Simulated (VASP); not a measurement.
KPrBr4: single point with PBE

KPrBr4:

```xyz
6
Lattice="5.1093 0.0000 0.0000 0.0000 5.1093 0.0000 0.0000 0.0000 7.7668" Properties=species:S:1:pos:R:3 pbc="T T T"
K     2.5547    2.5547    3.8834
Pr    0.0000    0.0000    0.0000
Br    2.5547    0.0000    6.0220
Br    0.0000    2.5547    1.7448
Br    2.5547    0.0000    1.7448
Br    0.0000    2.5547    6.0220
```

```yaml
Program: VASP 6.6.1
Task: single point
Functional: PBE
Potentials_or_basis: VASP PAW PBE potentials, release 64 (K_sv, Pr_3, Br), 4f in core
Cutoff: 500 eV
k_mesh: 6 × 6 × 4
Occupations: gaussian, width 0.02 eV
Spin: no spin polarisation
Dipole_correction: no
Further_INCAR_settings: ALGO = Normal; EDIFF = 1e-06; NBANDS = 33
```

- Pressure: 0.7 GPa
- Largest force: 0.019 eV/Å
- Band gap on the k mesh: 2.65 eV (least direct gap 2.95 eV)

Forces on the atoms (eV/Å):
```
K    0.000  0.000  0.000
Pr   0.000  0.000  0.000
Br   0.000  0.000  0.019
Br   0.000  0.000 -0.019
Br   0.000  0.000 -0.019
Br   0.000  0.000  0.019
```

Stress tensor (GPa, compression positive):
```
0.72 0.00 0.00
0.00 0.72 0.00
0.00 0.00 0.64
```

Levels at points of the mesh, in eV from the valence-band top:
| k point | band 20 | band 21 | band 22 | band 23 | band 24 | band 25 | band 26 | band 27 | band 28 | band 29 |
| --- | --- | --- | --- | --- | --- | --- | --- | --- | --- | --- |
| (0.00, 0.00, 0.00) | -0.69 | -0.69 | -0.69 | -0.69 | -0.53 | 2.65 | 2.87 | 4.06 | 4.69 | 5.13 |
| (0.50, 0.00, 0.00) | -1.81 | -1.48 | -1.43 | -1.04 | -0.83 | 2.78 | 3.44 | 4.13 | 4.32 | 5.20 |
| (0.50, 0.50, 0.00) | -1.14 | -1.14 | -0.59 | -0.25 | 0.00 | 2.95 | 3.11 | 3.80 | 3.80 | 4.62 |
| (0.00, 0.00, 0.50) | -1.05 | -0.70 | -0.70 | -0.64 | -0.64 | 2.75 | 2.88 | 5.01 | 5.01 | 5.14 |
| (0.50, 0.00, 0.50) | -1.70 | -1.66 | -1.60 | -1.35 | -1.22 | 2.85 | 3.41 | 3.98 | 4.83 | 4.98 |
| (0.50, 0.50, 0.50) | -1.49 | -1.44 | -0.62 | -0.19 | -0.07 | 3.05 | 3.34 | 3.70 | 3.70 | 4.66 |

It took 88 s on 1 thread of Intel(R) Xeon(R) 6975P-C (Granite Rapids), on a shared host, peak memory 0.41 GiB.

Caveat: spin-orbit coupling is left out, which moves the levels of the heavy elements; the 4f electrons are frozen in the core, so they carry no moment and show no levels. Spin polarisation is off, so any magnetic state and its effect on volume and gap are missing.
